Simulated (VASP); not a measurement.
# Fe (P6_3/mmc) in VASP: a series of runs

The runs below take Fe through single point, relaxation of cell and atoms, with BLYP.

All numbers are computed with VASP 6.6.1; they aren't measurements. Logs are shortened: lines on timing, memory, paths and dates and some standing lists are left out, and cuts for length are marked.

## (1) The cell of the first run

It takes space group P6_3/mmc (No. 194, hexagonal). Conventional cell: a = 2.580 Å, b = 2.580 Å, c = 8.295 Å, α = 90.00°, β = 90.00°, γ = 120.00°. Fe (site symmetry -3m) has 12 Fe at 2.55 to 2.58 Å within 3.4 Å. Within 3.4 Å of Fe (site symmetry -6m2) lie 12 Fe at 2.55 to 2.58 Å.

This isn't the form of Fe at room conditions, which is bcc.

## (2) Single point, BLYP (11.96 Å³/atom)

Input file INCAR:

```
PREC     = Accurate       # precision mode
ENCUT    = 520            # plane-wave cutoff, eV
EDIFF    = 1E-7           # SCF threshold, eV
ISMEAR   = -1             # smearing method
SIGMA    = 0.1            # smearing width, eV
LREAL    = False          # projectors in reciprocal space
LASPH    = True           # aspherical terms in the spheres
NELM     = 60             # most SCF steps
ALGO     = Normal         # electronic algorithm
ISIF     = 2              # what is computed and relaxed
LWAVE    = False          # write WAVECAR
LCHARG   = True           # write CHGCAR
GGA      = B5             # functional
ALDAX    = 1.0          
AGGAX    = 1.0          
AGGAC    = 1.0          
ALDAC    = 0.0          
LELF     = True           # ELF
LVHAR    = True         
NBANDS   = 24             # bands
```

Input file KPOINTS:

```
Automatic mesh
0
Gamma
  16 16 5
```

Input file POSCAR:

```
Fe
1.0
    2.5802113895      0.0000000000      0.0000000000
   -1.2901056948      2.2345286104      0.0000000000
    0.0000000000      0.0000000000      8.2953331149
Fe
4
Direct
    0.0000000000      0.0000000000      0.0000000000
    0.0000000000      0.0000000000      0.5000000000
    0.3333333333      0.6666666667      0.2500000000
    0.6666666667      0.3333333333      0.7500000000
```

Potentials or basis: VASP PAW PBE potentials, release 64 (Fe).

The run is started by

```
> cat potpaw_PBE.64/Fe/POTCAR > POTCAR
> mpirun -np 1 vasp_std > vasp.out
```

OUTCAR:

```text
PREC = Accurate
   ENCUT = 520
   EDIFF = 1E-7
   ISMEAR = -1
   LREAL = False
   LASPH = True
   NELM = 60
   ISIF = 2
   GGA = B5

 ion  position               nearest neighbor table
   1  0.000  0.000  0.000-   3 2.55   4 2.55   3 2.55   4 2.55   4 2.55   3 2.55
   2  0.000  0.000  0.500-   3 2.55   4 2.55   3 2.55   4 2.55   4 2.55   3 2.55
   3  0.333  0.667  0.250-   1 2.55   2 2.55   1 2.55   2 2.55   1 2.55   2 2.55
   4  0.667  0.333  0.750-   1 2.55   2 2.55   1 2.55   2 2.55   1 2.55   2 2.55

  LATTYP: Found a hexagonal cell.
 ALAT       =     2.5802113895
 C/A-ratio  =     3.2149819773

  Lattice vectors:

 A1 = (   2.5802113895,   0.0000000000,   0.0000000000)
 A2 = (  -1.2901056948,   2.2345286104,   0.0000000000)
 A3 = (   0.0000000000,   0.0000000000,   8.2953331149)

Analysis of symmetry for initial positions (statically):
=====================================================================
 Subroutine PRICEL returns:
 Original cell was already a primitive cell.

 Routine SETGRP: Setting up the symmetry group for a
 hexagonal supercell.

 Subroutine GETGRP returns: Found 24 space group operations
 (whereof 12 operations were pure point group operations)
 out of a pool of 24 trial point group operations.

The static configuration has the point symmetry D_3d.
 The point group associated with its full space group is D_6h.

Analysis of symmetry for dynamics (positions and initial velocities):
=====================================================================
 Subroutine PRICEL returns:
 Original cell was already a primitive cell.

 Routine SETGRP: Setting up the symmetry group for a
 hexagonal supercell.

 Subroutine GETGRP returns: Found 24 space group operations
 (whereof 12 operations were pure point group operations)
 out of a pool of 24 trial point group operations.

The dynamic configuration has the point symmetry D_3d.
 The point group associated with its full space group is D_6h.

 Subroutine INISYM returns: Found 24 space group operations
 (whereof 12 operations are pure point group operations),
 and found     1 'primitive' translations

----------------------------------------------------------------------------------------

                                     Primitive cell

  volume of cell :      47.8272

  direct lattice vectors                    reciprocal lattice vectors
     2.580211390  0.000000000  0.000000000     0.387565144  0.223760841  0.000000000
[... 90 lines left out ...]
   EDIFF  = 0.1E-06   stopping-criterion for ELM
   LREAL  =      F    real-space projection
   EDIFFG = 0.1E-05   stopping-criterion for IOM
   NSW    =      0    number of steps for IOM
   IBRION =     -1    ionic relax: 0-MD 1-quasi-New 2-CG
   NFREE  =      0    steps in history (QN), initial steepest desc. (CG)
   ISIF   =      2    stress and relaxation
   ISYM   =      2    0-nonsym 1-usesym 2-fastsym
   POTIM  = 0.5000    time-step for ionic-motion
   TEBEG  =    0.0;   TEEND  =   0.0 temperature during run
   PSTRESS=    0.0 pullay stress
   NELECT =      32.0000    total number of electrons
   NUPDOWN=      -1.0000    fix difference up-down
   EMIN   =  10.00;   EMAX   =-10.00  energy-range for DOS
   EFERMI =   0.00;   METHOD = LEGACY
   ISMEAR =    -1;   SIGMA  =   0.10  broadening in eV -4-tet -1-fermi 0-gaus
   EFERMI_NEDOS =   21; number of points for ismear=-14 and -15
   IALGO  =     38    algorithm
   IMIX   =      4    mixing-type and parameters
     AMIX     =   0.40;   BMIX     =  1.00
     AMIX_MAG =   1.60;   BMIX_MAG =  1.00
  volume/ion in A,a.u.               =      11.96        80.69
  Fermi-wavevector in a.u.,A,eV,Ry     =   1.431858  2.705818 27.894882  2.050216
  Thomas-Fermi vector in A             =   2.551548
   LORBIT       =      0    0 simple, 1 ext, 2 COOP (PROOUT), +10 PAW based schemes
   GGA     = B5    functional components
   LHFCALC =     F    Hartree Fock is set to
   AEXX    =    0.0000 exact exchange contribution
   IVDW    =     0    specifies the selected vdW correction
   LEPSILON=     F    determine dielectric tensor
   LRPA    =     F    only Hartree local field effects (RPA)
 non-spin polarized calculation
  energy-cutoff  :      520.00
  volume of cell :       47.83
 maximum number of plane-waves:      1304
 NGX is ok and might be reduce to    20
   NGX =  9   NGY =  9   NGZ = 31

 number of electron      31.9999997 magnetization

 Free energy of the ion-electron system (eV)
  ---------------------------------------------------
  ext. energy  EPLUGINS =         0.00000000
  ---------------------------------------------------
  free energy    TOTEN  =       -27.74850808 eV

  energy without entropy =      -27.46524056  energy(sigma->0) =      -27.60687432

 E-fermi :   5.6953     XC(G=0): -12.2631

 val. band max:        5.6952383206   @ k =   0.0625   0.0000   0.0000
 cond. band min:       5.6969239078   @ k =   0.0625   0.0000   0.2000
 fundamental gap:      0.0016855871
 Fermi energy:         5.6952786911

 k-point     1 :       0.0000    0.0000    0.0000
  band No.  band energies     occupation
      1      -2.1225      2.00000
      2       0.0302      2.00000
      3       0.0351      2.00000
      4       1.6933      2.00000
      5       4.0152      2.00000
      6       4.0211      2.00000
[... 637 lines left out ...]
     23       8.0414      0.00000
     24      13.7653      0.00000

 [... further k-points ...]

------------------------ aborting loop because EDIFF is reached ----------------------------------------

  FORCE on cell =-STRESS in cart. coord.  units (eV):
  Direction    XX          YY          ZZ          XY          YZ          ZX
  --------------------------------------------------------------------------------------
  -------------------------------------------------------------------------------------
  Total       -6.3845748     -6.3845748     -6.5554290      0.0000000      0.0000000     -0.0000000
  in kB     -213.8786936   -213.8786936   -219.6021869      0.0000000      0.0000000     -0.0000000
  external PRESSURE =    -215.7865247 kB  Pullay stress =       0.0000000 kB

 VOLUME and BASIS-vectors are now :
 -----------------------------------------------------------------------------
  energy-cutoff  :      520.00
  volume of cell :       47.83
      direct lattice vectors                 reciprocal lattice vectors
     2.580211390  0.000000000  0.000000000     0.387565144  0.223760841  0.000000000
    -1.290105695  2.234528610  0.000000000     0.000000000  0.447521681  0.000000000
     0.000000000  0.000000000  8.295333115     0.000000000  0.000000000  0.120549710

 POSITION                                       TOTAL-FORCE (eV/Angst)
 -----------------------------------------------------------------------------------
      0.00000      0.00000      0.00000         0.000000      0.000000      0.000000
      0.00000      0.00000      4.14767         0.000000      0.000000      0.000000
     -0.00000      1.48969      2.07383         0.000000     -0.000000      0.000000
      1.29011      0.74484      6.22150        -0.000000      0.000000      0.000000
 -----------------------------------------------------------------------------------
    total drift:                                0.000000     -0.000000      0.000000

  FREE ENERGIE OF THE ION-ELECTRON SYSTEM (eV)
  ---------------------------------------------------
  free  energy   TOTEN  =       -27.7485080785 eV

  energy  without entropy=      -27.4652405621  energy(sigma->0) =      -27.60687432
```

Wall time 3.1 min (1 thread of Intel Xeon 8259CL, shared host); peak memory 0.22 GiB.

What came out:

| Property | Result |
| --- | --- |
| Free energy | -27.7485 eV |
| Pressure | -21.6 GPa |
| Band gap on the k mesh | zero (bands 16 and 17 overlap by 1.42 eV) |

Caveat: the cell stands under tension; the PAW data sets were made with another functional, which shifts forces and pressure a little; the run has no spin polarisation, though such a crystal can be magnetic. Spin polarisation is off, so any magnetic state and its effect on volume and gap are missing.

## (3) Single point, BLYP

This run uses another cell than the first one, of 10.68 Å³/atom.

Input file INCAR:

```
PREC = Accurate
ENCUT = 520
EDIFF = 1E-6
ISMEAR = -1
SIGMA = 0.1
LREAL = False
LASPH = True
NELM = 100
ALGO = Normal
ISIF = 2
LWAVE = False
LCHARG = True
GGA = B5
ALDAX = 1.0
AGGAX = 1.0
AGGAC = 1.0
ALDAC = 0.0
LELF = True
LVHAR = True
NBANDS = 24
```

Input file KPOINTS:

```
regular mesh
0
Gamma
  19 19 6
```

Input file POSCAR:

```
Fe
1.0
    2.4845588063      0.0000000000      0.0000000000
   -1.2422794032      2.1516910434      0.0000000000
    0.0000000000      0.0000000000      7.9878117839
Fe
4
Direct
    0.0000000000      0.0000000000      0.0000000000
    0.0000000000      0.0000000000      0.5000000000
    0.3333333333      0.6666666667      0.2500000000
    0.6666666667      0.3333333333      0.7500000000
```

Potentials or basis: VASP PAW PBE potentials, release 64 (Fe).

The run is started by

```
> cat potpaw_PBE.64/Fe/POTCAR > POTCAR
> mpirun -np 1 vasp_std > vasp.out
```

Wall time 3.7 min (1 thread of Intel Xeon 8259CL, shared host); peak memory 0.24 GiB.

It converged, with:

| Quantity | Value |
| --- | --- |
| Free energy | -28.1320 eV |
| Pressure | 0.1 GPa |
| Band gap on the k mesh | zero (bands 16 and 17 overlap by 1.61 eV) |

Levels at points of the mesh, in eV from the Fermi level:
| k point | band 13 | band 14 | band 15 | band 16 | band 17 | band 18 | band 19 | band 20 |
| --- | --- | --- | --- | --- | --- | --- | --- | --- |
| (0.00, 0.00, 0.00) | -1.32 | -1.25 | -1.25 | -0.46 | -0.46 | -0.03 | -0.03 | 0.31 |
| (0.00, 0.00, 0.50) | -1.43 | -1.43 | -0.97 | -0.97 | -0.22 | -0.22 | -0.22 | -0.22 |

Caveat: the PAW data sets were made with another functional, which shifts forces and pressure a little; the run has no spin polarisation, though such a crystal can be magnetic.

## (4) Relaxation of cell and atoms, BLYP

This run uses another cell than the first one, of 11.78 Å³/atom.

Input file INCAR:

```
AGGAC = 1.0
AGGAX = 1.0
ALDAC = 0.0
ALDAX = 1.0
ALGO = Normal
EDIFF = 1E-7
EDIFFG = -0.01
ENCUT = 600
GGA = B5
IBRION = 2
ISIF = 3
ISMEAR = -1
LASPH = True
LCHARG = False
LREAL = False
LWAVE = False
NELM = 80
NSW = 80
PREC = Accurate
SIGMA = 0.1
```

Input file KPOINTS:

```
k-points
0
Gamma
  14 14 4
```

Input file POSCAR:

```
Fe
1.0
    2.5537576109      0.0000000000      0.0000000000
   -1.2768788055      2.2116189662      0.0000000000
    0.0000000000      0.0000000000      8.3405723573
Fe
4
Direct
    0.0000000000      0.0000000000      0.0000000000
    0.0000000000      0.0000000000      0.5000000000
    0.3333333333      0.6666666667      0.2500000000
    0.6666666667      0.3333333333      0.7500000000
```

The run is started by

```
> cat potpaw_PBE.64/Fe/POTCAR > POTCAR
> mpirun -np 1 vasp_std > vasp.out
```

Run time: 16 min. Hardware: 1 thread of Intel Xeon 8259CL, shared host; peak memory 0.22 GiB.

The run converged. Its results:

```
Free energy                           : -28.1350 eV
Relaxed volume                        : 10.68 Å³/atom
Relaxed cell                          : a = 2.485 Å, b = 2.485 Å, c = 7.987 Å, α = 90.00°, β = 90.00°, γ = 120.00°
Space group after relaxing (to 0.1 Å) : P6_3/mmc (No. 194)
Energy gained by relaxing             : 75.6 meV/atom
Ionic steps                           : 9
Pressure after relaxing               : 0.0 GPa
```

Step by step:
| step | energy change (eV) | largest force (eV/Å) | pressure (GPa) | volume (Å³) |
| --- | --- | --- | --- | --- |
| 1 | 0.0000 | 0.0000 | -19.48 | 47.11 |
| 2 | 0.2042 | 0.0000 | 38.55 | 38.00 |
| 3 | -0.2999 | 0.0000 | -0.51 | 42.79 |
| 4 | -0.3001 | 0.0000 | 0.06 | 42.69 |
| 5 | -0.3001 | 0.0000 | 0.56 | 42.61 |
| 6 | -0.3022 | 0.0000 | 0.49 | 42.62 |
| 7 | -0.3022 | 0.0000 | 0.46 | 42.62 |
| 8 | -0.3021 | 0.0000 | -0.52 | 42.79 |
| 9 | -0.3023 | 0.0000 | 0.00 | 42.70 |

Final structure:
```cif
data_structure
_symmetry_space_group_name_H-M 'P 1'
_symmetry_Int_Tables_number 1
_cell_length_a 2.4847
_cell_length_b 2.4847
_cell_length_c 7.9869
_cell_angle_alpha 90.000
_cell_angle_beta 90.000
_cell_angle_gamma 120.000
_cell_volume 42.70
loop_
_atom_site_label
_atom_site_type_symbol
_atom_site_fract_x
_atom_site_fract_y
_atom_site_fract_z
_atom_site_occupancy
Fe1 Fe 0.00000 0.00000 0.00000 1
Fe2 Fe 0.00000 0.00000 0.50000 1
Fe3 Fe 0.33333 0.66667 0.25000 1
Fe4 Fe 0.66667 0.33333 0.75000 1
```

Levels at points of the mesh, in eV from the Fermi level:
```csv
k point,band 12,band 13,band 14,band 15,band 16,band 17,band 18,band 19,band 20
"(0.00, 0.00, 0.00)",-1.31,-1.31,-1.24,-1.24,-0.45,-0.45,-0.03,-0.03,0.31
"(0.50, 0.00, 0.00)",-0.55,-0.52,0.84,0.85,0.93,0.93,1.03,1.07,1.10
"(0.00, 0.00, 0.50)",-1.43,-1.43,-1.43,-0.97,-0.97,-0.22,-0.22,-0.22,-0.22
"(0.50, 0.00, 0.50)",-0.85,-0.34,-0.34,0.47,0.47,0.87,0.87,1.02,1.02
```

Caveat: the highest band is partly filled, so the run has too few bands; the PAW data sets were made with another functional, which shifts forces and pressure a little; the run has no spin polarisation, though such a crystal can be magnetic. Spin polarisation is off, so any magnetic state and its effect on volume and gap are missing.

## (5) Summary

```csv
task,cell,k mesh,cutoff (eV),gap on the mesh (eV),pressure (GPa)
single point,"a = 2.580, b = 2.580, c = 8.295 Å, angles 90.0, 90.0, 120.0°, 4 atoms",16 × 16 × 5,520,none,-21.6
single point,"a = 2.485, b = 2.485, c = 7.988 Å, angles 90.0, 90.0, 120.0°, 4 atoms",19 × 19 × 6,520,none,0.1
relaxation of cell and atoms,"relaxed from a = 2.554, b = 2.554, c = 8.341 Å, angles 90.0, 90.0, 120.0°, 4 atoms",14 × 14 × 4,600,-,0.0
```

Alike in all rows: level BLYP; potentials or basis VASP PAW PBE potentials, release 64 (Fe); no spin polarisation; smearing fermi-dirac 0.1 eV.

Caveats: the PAW data sets were made with another functional, which shifts forces and pressure a little; the run has no spin polarisation, though such a crystal can be magnetic; the cell stands under tension (at least some runs); the highest band is partly filled, so the run has too few bands (at least some runs).

Total energies depend on the potentials used, so only differences within one code and one set of settings carry meaning.
